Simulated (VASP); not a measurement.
# Ta (Im-3m) in VASP: single point with PBE

Aim: the single point of Ta with PBE.

Everything below comes from runs of VASP 6.6.1. Logs are shortened: lines on timing, memory, paths and dates and some standing lists are left out, and cuts for length are marked.

**1. The cell of the first run**

Symmetry: Im-3m, No. 229, cubic system. The conventional cell has a = 3.320 Å, b = 3.320 Å, c = 3.320 Å, α = 90.00°, β = 90.00°, γ = 90.00°. Within 3.8 Å of Ta (site symmetry m-3m) lie 14 Ta at 2.87 to 3.32 Å.

**2. Single point, PBE**

The input, INCAR:

```
ALGO = Normal
EDIFF = 1E-6
ENCUT = 520
GGA = PE
ISIF = 2
ISMEAR = -1
LASPH = T
LCHARG = T
LELF = T
LREAL = F
LVHAR = T
LWAVE = F
NBANDS = 12
NELM = 80
PREC = Accurate
SIGMA = 0.08
```

The input, KPOINTS:

```
k-points
0
Gamma
  18 18 18
```

The input, POSCAR:

```
Ta
1.0
   -1.6597773585      1.6597773585      1.6597773585
    1.6597773585     -1.6597773585      1.6597773585
    1.6597773585      1.6597773585     -1.6597773585
Ta
1
Direct
    0.0000000000      0.0000000000      0.0000000000
```

Potentials or basis: VASP PAW PBE potentials, release 64 (Ta_pv).

On the command line:

```console
cat potpaw_PBE.64/Ta_pv/POTCAR > POTCAR
mpirun -np 1 vasp_std > vasp.out
```

OUTCAR:

```text
EDIFF = 1E-6
   ENCUT = 520
   GGA = PE
   ISIF = 2
   ISMEAR = -1
   LASPH = T
   LREAL = F
   NELM = 80
   PREC = Accurate

 ion  position               nearest neighbor table
   1  0.000  0.000  0.000-

  LATTYP: Found a body centered cubic cell.
 ALAT       =     3.3195547170

  Lattice vectors:

 A1 = (  -1.6597773585,   1.6597773585,   1.6597773585)
 A2 = (   1.6597773585,  -1.6597773585,   1.6597773585)
 A3 = (   1.6597773585,   1.6597773585,  -1.6597773585)

Analysis of symmetry for initial positions (statically):
=====================================================================
 Subroutine PRICEL returns:
 Original cell was already a primitive cell.

 Routine SETGRP: Setting up the symmetry group for a
 body centered cubic supercell.

 Subroutine GETGRP returns: Found 48 space group operations
 (whereof 48 operations were pure point group operations)
 out of a pool of 48 trial point group operations.

The static configuration has the point symmetry O_h .

Analysis of symmetry for dynamics (positions and initial velocities):
=====================================================================
 Subroutine PRICEL returns:
 Original cell was already a primitive cell.

 Routine SETGRP: Setting up the symmetry group for a
 body centered cubic supercell.

 Subroutine GETGRP returns: Found 48 space group operations
 (whereof 48 operations were pure point group operations)
 out of a pool of 48 trial point group operations.

The dynamic configuration has the point symmetry O_h .

 Subroutine INISYM returns: Found 48 space group operations
 (whereof 48 operations are pure point group operations),
 and found     1 'primitive' translations

----------------------------------------------------------------------------------------

                                     Primitive cell

  volume of cell :      18.2898

  direct lattice vectors                    reciprocal lattice vectors
    -1.659777358  1.659777358  1.659777358     0.000000000  0.301245223  0.301245223
     1.659777358 -1.659777358  1.659777358     0.301245223  0.000000000  0.301245223
     1.659777358  1.659777358 -1.659777358     0.301245223  0.301245223  0.000000000

  length of vectors
     2.874818714  2.874818714  2.874818714     0.426025080  0.426025080  0.426025080

  position of ions in fractional coordinates (direct lattice)
     0.000000000  0.000000000  0.000000000

  ion indices of the primitive-cell ions
   primitive index   ion index
                 1           1

----------------------------------------------------------------------------------------

 KPOINTS: k-points

Automatic generation of k-mesh.
 Grid dimensions read from file:
 generate k-points for:   18   18   18

 Generating k-lattice:

  Cartesian coordinates                     Fractional coordinates (reciprocal lattice)
     0.000000000  0.016735846  0.016735846     0.055555556  0.000000000  0.000000000
     0.016735846  0.000000000  0.016735846     0.000000000  0.055555556  0.000000000
     0.016735846  0.016735846  0.000000000     0.000000000  0.000000000  0.055555556

  Length of vectors
     0.023668060  0.023668060  0.023668060

  Shift w.r.t. Gamma in fractional coordinates (k-lattice)
     0.000000000  0.000000000  0.000000000

 Subroutine IBZKPT returns following result:
 ===========================================

 Found    195 irreducible k-points:

 Following reciprocal coordinates:
            Coordinates               Weight
  0.000000  0.000000  0.000000      1.000000
  0.055556  0.000000  0.000000     12.000000
  0.111111  0.000000  0.000000     12.000000
  0.166667  0.000000  0.000000     12.000000
  0.222222  0.000000  0.000000     12.000000
  0.277778  0.000000  0.000000     12.000000
[... 16 lines left out ...]
  0.333333  0.111111 -0.000000     48.000000
  0.388889  0.111111 -0.000000     48.000000
 [... further k-points ...]
   k-points           NKPTS =    195   k-points in BZ     NKDIM =    195   number of bands    NBANDS=     12
   number of dos      NEDOS =    301   number of ions     NIONS =      1
   total plane-waves  NPLWV =  13824
   dimension x,y,z NGX =    24 NGY =   24 NGZ =   24
   dimension x,y,z NGXF=    48 NGYF=   48 NGZF=   48
   ions per type =               1
   NGX,Y,Z   is equivalent  to a cutoff of  13.88, 13.88, 13.88 a.u.
   NGXF,Y,Z  is equivalent  to a cutoff of  27.76, 27.76, 27.76 a.u.
 SYSTEM =  unknown system
   PREC   = accura    normal or accurate (medium, high low for compatibility)
   ISTART =      0    job   : 0-new  1-cont  2-samecut
   ICHARG =      2    charge: 1-file 2-atom 10-const
   ISPIN  =      1    spin polarized calculation?
   LNONCOLLINEAR =      F non collinear calculations
   LSORBIT =      F    spin-orbit coupling
   LASPH  =      T    aspherical Exc in radial PAW
   ENCUT  =  520.0 eV  38.22 Ry    6.18 a.u.   5.35  5.35  5.35*2*pi/ulx,y,z
   NELM   =     80;   NELMIN=  2; NELMDL= -5     # of ELM steps
   EDIFF  = 0.1E-05   stopping-criterion for ELM
   LREAL  =      F    real-space projection
   EDIFFG = 0.1E-04   stopping-criterion for IOM
   NSW    =      0    number of steps for IOM
   IBRION =     -1    ionic relax: 0-MD 1-quasi-New 2-CG
   NFREE  =      0    steps in history (QN), initial steepest desc. (CG)
   ISIF   =      2    stress and relaxation
   ISYM   =      2    0-nonsym 1-usesym 2-fastsym
   POTIM  = 0.5000    time-step for ionic-motion
   TEBEG  =    0.0;   TEEND  =   0.0 temperature during run
   PSTRESS=    0.0 pullay stress
   NELECT =      11.0000    total number of electrons
   NUPDOWN=      -1.0000    fix difference up-down
   EMIN   =  10.00;   EMAX   =-10.00  energy-range for DOS
   EFERMI =   0.00;   METHOD = LEGACY
   ISMEAR =    -1;   SIGMA  =   0.08  broadening in eV -4-tet -1-fermi 0-gaus
   EFERMI_NEDOS =   21; number of points for ismear=-14 and -15
   IALGO  =     38    algorithm
   IMIX   =      4    mixing-type and parameters
     AMIX     =   0.40;   BMIX     =  1.00
     AMIX_MAG =   1.60;   BMIX_MAG =  1.00
  volume/ion in A,a.u.               =      18.29       123.43
  Fermi-wavevector in a.u.,A,eV,Ry     =   1.381876  2.611368 25.981449  1.909583
  Thomas-Fermi vector in A             =   2.506620
   LORBIT       =      0    0 simple, 1 ext, 2 COOP (PROOUT), +10 PAW based schemes
   GGA     = PE    functional components
   LHFCALC =     F    Hartree Fock is set to
   AEXX    =    0.0000 exact exchange contribution
   IVDW    =     0    specifies the selected vdW correction
   LEPSILON=     F    determine dielectric tensor
   LRPA    =     F    only Hartree local field effects (RPA)
 non-spin polarized calculation
  energy-cutoff  :      520.00
  volume of cell :       18.29
 maximum number of plane-waves:       531
 NGX is ok and might be reduce to    24
   NGX = 11   NGY = 11   NGZ = 11

 number of electron      11.0000001 magnetization

 Free energy of the ion-electron system (eV)
  ---------------------------------------------------
  ext. energy  EPLUGINS =         0.00000000
  ---------------------------------------------------
  free energy    TOTEN  =       -11.82676265 eV

  energy without entropy =      -11.79881432  energy(sigma->0) =      -11.81278848

 E-fermi :   5.3742     XC(G=0): -12.5397

 val. band max:        5.3741729604   @ k =   0.3333   0.1667   0.0556
 cond. band min:       5.3899980797   @ k =  -0.2778   0.3889   0.1111
 fundamental gap:      0.0158251193
 Fermi energy:         5.3742480724

 k-point     1 :       0.0000    0.0000    0.0000
  band No.  band energies     occupation
      1     -27.7680      2.00000
      2     -27.7680      2.00000
      3     -27.7680      2.00000
      4      -2.4945      2.00000
      5       6.0978      0.00024
      6       6.0978      0.00024
      7       6.0978      0.00024
      8       9.3168      0.00000
      9       9.3168      0.00000
     10      20.0099      0.00000
     11      20.3010      0.00000
     12      20.3010      0.00000

 k-point     2 :       0.0556    0.0000    0.0000
  band No.  band energies     occupation
      1     -27.8046      2.00000
      2     -27.7793      2.00000
      3     -27.7682      2.00000
      4      -2.3586      2.00000
      5       6.0093      0.00071
      6       6.0730      0.00032
      7       6.2305      0.00004
      8       9.1715      0.00000
      9       9.3170      0.00000
     10      20.0100      0.00000
     11      20.4238      0.00000
     12      20.5396      0.00000

 k-point     3 :       0.1111    0.0000    0.0000
  band No.  band energies     occupation
      1     -27.9087      2.00000
      2     -27.8117      2.00000
      3     -27.7687      2.00000
      4      -1.9647      2.00000
      5       5.7652      0.01497
      6       5.9678      0.00120
      7       6.6243      0.00000
      8       8.8661      0.00000
      9       9.3250      0.00000
     10      20.0096      0.00000
     11      20.7309      0.00000
     12      21.2318      0.00000
[... 286 lines left out ...]
 k-point    23 :       0.3333    0.1111   -0.0000
  band No.  band energies     occupation
      1     -28.7385      2.00000
      2     -28.1219      2.00000
      3     -27.8222      2.00000
      4       1.3571      2.00000
      5       4.1136      2.00000
      6       5.4121      0.76801
      7       8.9978      0.00000
      8      10.1478      0.00000
      9      12.1322      0.00000
     10      17.6183      0.00000
     11      18.9748      0.00000
     12      20.0200      0.00000

 k-point    24 :       0.3889    0.1111   -0.0000
  band No.  band energies     occupation
      1     -28.8146      2.00000
      2     -28.1597      2.00000
      3     -27.8235      2.00000
      4       1.4367      2.00000
      5       3.9820      2.00000
      6       5.9777      0.00106
      7       9.0626      0.00000
      8      10.3287      0.00000
      9      13.1128      0.00000
     10      16.6372      0.00000
     11      18.2549      0.00000
     12      20.0172      0.00000

 [... further k-points ...]

------------------------ aborting loop because EDIFF is reached ----------------------------------------

  FORCE on cell =-STRESS in cart. coord.  units (eV):
  Direction    XX          YY          ZZ          XY          YZ          ZX
  --------------------------------------------------------------------------------------
  -------------------------------------------------------------------------------------
  Total        0.0103294      0.0103294      0.0103294      0.0000000     -0.0000000     -0.0000000
  in kB        0.9048466      0.9048466      0.9048466      0.0000000     -0.0000000     -0.0000000
  external PRESSURE =       0.9048466 kB  Pullay stress =       0.0000000 kB

 VOLUME and BASIS-vectors are now :
 -----------------------------------------------------------------------------
  energy-cutoff  :      520.00
  volume of cell :       18.29
      direct lattice vectors                 reciprocal lattice vectors
    -1.659777358  1.659777358  1.659777358     0.000000000  0.301245223  0.301245223
     1.659777358 -1.659777358  1.659777358     0.301245223  0.000000000  0.301245223
     1.659777358  1.659777358 -1.659777358     0.301245223  0.301245223  0.000000000

 POSITION                                       TOTAL-FORCE (eV/Angst)
 -----------------------------------------------------------------------------------
      0.00000      0.00000      0.00000        -0.000000     -0.000000      0.000000
 -----------------------------------------------------------------------------------
    total drift:                                0.000000      0.000000      0.000000

  FREE ENERGIE OF THE ION-ELECTRON SYSTEM (eV)
  ---------------------------------------------------
  free  energy   TOTEN  =       -11.8267626503 eV

  energy  without entropy=      -11.7988143155  energy(sigma->0) =      -11.81278848
```

Wall time 15 s (1 thread of Intel Xeon 6975P-C (Granite Rapids), shared host); peak memory 0.17 GiB.

What came out:

```
Free energy : -11.8268 eV
Pressure    : 0.1 GPa
```

Levels at points of the mesh, in eV from the Fermi level:
| k point | band 1 | band 2 | band 3 | band 4 | band 5 | band 6 | band 7 | band 8 | band 9 | band 10 |
| --- | --- | --- | --- | --- | --- | --- | --- | --- | --- | --- |
| (0.00, 0.00, 0.00) | -33.14 | -33.14 | -33.14 | -7.87 | 0.72 | 0.72 | 0.72 | 3.94 | 3.94 | 14.64 |
| (0.50, 0.00, 0.00) | -34.26 | -33.50 | -33.15 | -4.32 | -1.51 | 1.51 | 3.81 | 4.82 | 7.64 | 11.47 |
| (0.50, 0.50, 0.50) | -33.92 | -33.92 | -33.92 | -3.72 | -3.72 | 6.70 | 6.70 | 6.70 | 8.51 | 8.51 |

Caveat: spin-orbit coupling is left out, which moves the levels of the heavy elements.
